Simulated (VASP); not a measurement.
A run of VASP 6.6.1 is set up as follows.

Contents of INCAR:

```
SYSTEM = Zr3PdSe4
PREC     = Accurate       ! precision mode
ENCUT    = 600            ! plane-wave cutoff, eV
EDIFF    = 1E-6           ! SCF threshold, eV
ISMEAR   = 0              ! smearing method
SIGMA    = 0.15           ! smearing width, eV
LREAL    = .False.        ! projectors in reciprocal space
LASPH    = .True.         ! aspherical terms in the spheres
NELM     = 100            ! most SCF steps
ALGO     = Normal         ! electronic algorithm
ISIF     = 3              ! what is computed and relaxed
LWAVE    = .False.        ! write WAVECAR
LCHARG   = .False.        ! write CHGCAR
GGA      = PE             ! functional
IBRION   = 2              ! ionic algorithm
NSW      = 36             ! ionic steps
EDIFFG   = -0.08          ! ionic threshold
```

Contents of KPOINTS:

```
regular mesh
0
Gamma
  3 3 3
  0 0 0
```

File POSCAR:

```
Zr3PdSe4
1.0
    2.4774136600      1.4303354500      8.2355354000
   -2.4774136600      1.4303354500      8.2355354000
    0.0000000000     -2.8606708900      8.2355354000
Zr Pd Se
3 1 4
Direct
    0.2477730100      0.2477730100      0.2477730100
    0.7522269900      0.7522269900      0.7522269900
    0.5000000000      0.5000000000      0.5000000000
    0.0000000000      0.0000000000      0.0000000000
    0.6189630000      0.6189630000      0.6189630000
    0.1290250000      0.1290250000      0.1290250000
    0.8709750000      0.8709750000      0.8709750000
    0.3810370000      0.3810370000      0.3810370000
```

Potentials or basis: VASP PAW PBE potentials, release 64 (Zr_sv, Pd, Se).

The run is started by

```console
$ cat potpaw_PBE.64/Zr_sv/POTCAR potpaw_PBE.64/Pd/POTCAR potpaw_PBE.64/Se/POTCAR > POTCAR
$ mpirun -np 1 vasp_std > vasp.out
```

Q: Predict the relaxed cell.

A: a = 8.215 Å, b = 8.215 Å, c = 8.215 Å, α = 33.51°, β = 33.51°, γ = 33.51°.

Q: Predict the space group after relaxing (to 0.1 Å).

A: R-3m (No. 166).

Final structure:
```xyz
8
Lattice="2.3683 1.3673 7.7467 -2.3683 1.3673 7.7467 0.0000 -2.7346 7.7467" Properties=species:S:1:pos:R:3 pbc="T T T"
Zr    0.0000    0.0000    5.9178
Zr    0.0000    0.0000   17.3223
Zr    0.0000    0.0000   11.6200
Pd    0.0000    0.0000    0.0000
Se    0.0000    0.0000   14.3785
Se    0.0000    0.0000    3.0851
Se    0.0000    0.0000   20.1550
Se    0.0000    0.0000    8.8616
```

Caveat: the k points lie up to 0.52 Å⁻¹ apart in the final cell.
